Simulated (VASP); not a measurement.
Input of a VASP 6.6.1 run:

File POSCAR:

```
Li2S
1.0
    0.0000000000      2.8736266437      2.8736266437
    2.8736266437      0.0000000000      2.8736266437
    2.8736266437      2.8736266437      0.0000000000
Li S
2 1
Direct
    0.2500000000      0.2500000000      0.2500000000
    0.7500000000      0.7500000000      0.7500000000
    0.0000000000      0.0000000000      0.0000000000
```

Contents of INCAR.step1:

```
PREC = Accurate
ENCUT = 830
ISMEAR = 0
SIGMA = 0.05
LREAL = F
LASPH = T
NELM = 120
NBANDS = 13
GGA = PE
ALGO = Normal
EDIFF = 1E-5
LWAVE = T
LCHARG = F
GGA_COMPAT = F
```

INCAR.step2

```
PREC = Accurate
ENCUT = 830
EDIFF = 1E-6
ISMEAR = 0
SIGMA = 0.05
LREAL = F
LASPH = T
NELM = 120
ALGO = Normal
ISIF = 2
LWAVE = F
LCHARG = T
METAGGA = R2SCAN
LMIXTAU = T
LUSE_VDW = T
IVDW_NL = 2
BPARAM = 11.95
CPARAM = 0.0093
LELF = T
LVHAR = T
NBANDS = 13
ISTART = 1
GGA_COMPAT = F
```

The input KPOINTS:

```
Automatic mesh
0
Gamma
  8 8 8
```

Potentials or basis: VASP PAW PBE potentials, release 64 (Li_sv, S).

Command:

```bash
$ cat potpaw_PBE.64/Li_sv/POTCAR potpaw_PBE.64/S/POTCAR > POTCAR
$ cp INCAR.step1 INCAR
$ mpirun -np 1 vasp_std > vasp.out
$ cp INCAR.step2 INCAR
$ mpirun -np 1 vasp_std > vasp.out
```

(1) Predict the band gap on the k mesh.

(2) Estimate the pressure.

Answers

(1) 3.80 eV, indirect (least direct gap 4.82 eV).

(2) -1.8 GPa.

Caveat: the PAW data sets were made with another functional, which shifts forces and pressure a little.
